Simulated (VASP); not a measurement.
Wanted: the native input for a VASP 6.6.1 run.

* Task: single point
* Functional: PBEsol
* Potentials or basis: VASP PAW PBE potentials, release 64 (Nb_sv)
* Cutoff: 520 eV
* k mesh: 18 × 18 × 18
* Occupations: gaussian, width 0.1 eV
* Spin: no spin polarisation
* Dipole correction: no
* Further INCAR settings: ALGO = Normal; EDIFF = 1e-06; NBANDS = 12

The structure of Nb lies in POSCAR:

```
Nb
1.0
   -1.6362222444      1.6362222444      1.6362222444
    1.6362222444     -1.6362222444      1.6362222444
    1.6362222444      1.6362222444     -1.6362222444
Nb
1
Direct
    0.0000000000      0.0000000000      0.0000000000
```

The input as run:

INCAR

```
SYSTEM = Nb
PREC = Accurate
ENCUT = 520
EDIFF = 1E-6
ISMEAR = 0
SIGMA = 0.1
LREAL = .False.
LASPH = .True.
NELM = 80
ALGO = Normal
ISIF = 2
LWAVE = .False.
LCHARG = .False.
GGA = PS
NBANDS = 12
```

KPOINTS

```
regular mesh
0
Gamma
  18 18 18
  0 0 0
```

Potentials or basis: VASP PAW PBE potentials, release 64 (Nb_sv).

Run with:

```bash
$ cat potpaw_PBE.64/Nb_sv/POTCAR > POTCAR
$ mpirun -np 1 vasp_std > vasp.out
```

Results of the run:

```
Pressure               : -0.3 GPa
Band gap on the k mesh : zero (an odd number of electrons rules out a gap without spin polarisation)
```

Caveat: the PAW data sets were made with another functional, which shifts forces and pressure a little.

It took 42 s on 1 thread of Intel Xeon 8259CL, with other jobs on the host, peak memory 0.17 GiB.
